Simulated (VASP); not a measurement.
Here is a VASP 6.6.1 calculation.

INCAR

```
  PREC = Accurate
  ENCUT = 500
  EDIFF = 1E-6
  ISMEAR = -1
  SIGMA = 0.1
  LREAL = F
  LASPH = T
  NELM = 200
  ALGO = Normal
  ISIF = 2
  LWAVE = F
  LCHARG = F
  ISPIN = 2
  MAGMOM = 0
  LORBIT = 11
  LMAXMIX = 4
  GGA = PE
  NBANDS = 16
  GGA_COMPAT = F
```

KPOINTS

```
regular mesh
0
Gamma
  8 8 8
```

POSCAR

```
Sc
1.0
   -1.8562490000      1.8562490000      1.8562490000
    1.8562490000     -1.8562490000      1.8562490000
    1.8562490000      1.8562490000     -1.8562490000
Sc
1
Direct
    0.0000000000      0.0000000000      0.0000000000
```

Potentials or basis: VASP PAW PBE potentials, release 64 (Sc_sv).

Command:

```bash
$ cat potpaw_PBE.64/Sc_sv/POTCAR > POTCAR
$ mpirun -np 1 vasp_std > vasp.out
```

Q: Predict the net moment.

A: 0.00 μB per cell.

Q: Estimate the pressure.

A: -1.3 GPa.
